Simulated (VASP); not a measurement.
Wanted: the native input for a VASP 6.6.1 run.

- Task: single point
- Functional: PBE
- Potentials or basis: VASP PAW PBE potentials, release 64 (Ti_sv, Si)
- Cutoff: 520 eV
- k mesh: 8 × 8 × 8
- Occupations: fermi-dirac, width 0.08 eV
- Spin: no spin polarisation
- Dipole correction: no
- Further INCAR settings: ALGO = Normal; EDIFF = 1e-07; NBANDS = 29

The structure of TiSi2 lies in POSCAR:

```
TiSi2
1.0
    0.0000000000      4.0768200000      4.2615000000
    2.3626350000      0.0000000000      4.2615000000
    2.3626350000      4.0768200000      0.0000000000
Ti Si
2 4
Direct
    0.7500000000      0.7500000000      0.7500000000
    0.5000000000      0.5000000000      0.5000000000
    0.0830000000      0.4170000000      0.0830000000
    0.4170000000      0.0830000000      0.4170000000
    0.1670000000      0.8330000000      0.1670000000
    0.8330000000      0.1670000000      0.8330000000
```

This cell differs from its parent crystal: equal xx and yy strain of -1 %.

These files were run (other wordings do the same):

INCAR

```
ALGO = Normal ; EDIFF = 1E-7
ENCUT = 520 ; GGA = PE
ISIF = 2 ; ISMEAR = -1
LASPH = True ; LCHARG = True
LELF = True ; LREAL = False
LVHAR = True ; LWAVE = False
NBANDS = 29 ; NELM = 60
PREC = Accurate ; SIGMA = 0.08
```

KPOINTS

```
k-points
0
Gamma
  8 8 8
```

Potentials or basis: VASP PAW PBE potentials, release 64 (Ti_sv, Si).

The run is started by

```bash
$ cat potpaw_PBE.64/Ti_sv/POTCAR potpaw_PBE.64/Si/POTCAR > POTCAR
$ mpirun -np 1 vasp_std > vasp.out
```

Results of the run:

The pressure is 5.2 GPa. The largest force is 0.224 eV/Å. The band gap on the k mesh is zero (bands 20 and 21 overlap by 1.88 eV).

Caveat: the cell differs from its parent crystal (equal xx and yy strain of -1 %); the cell stands under pressure.

Run time: 7.4 min on 1 thread of AMD EPYC 7R43 64-Core Processor (Zen 3), on a shared host, peak memory 0.31 GiB.
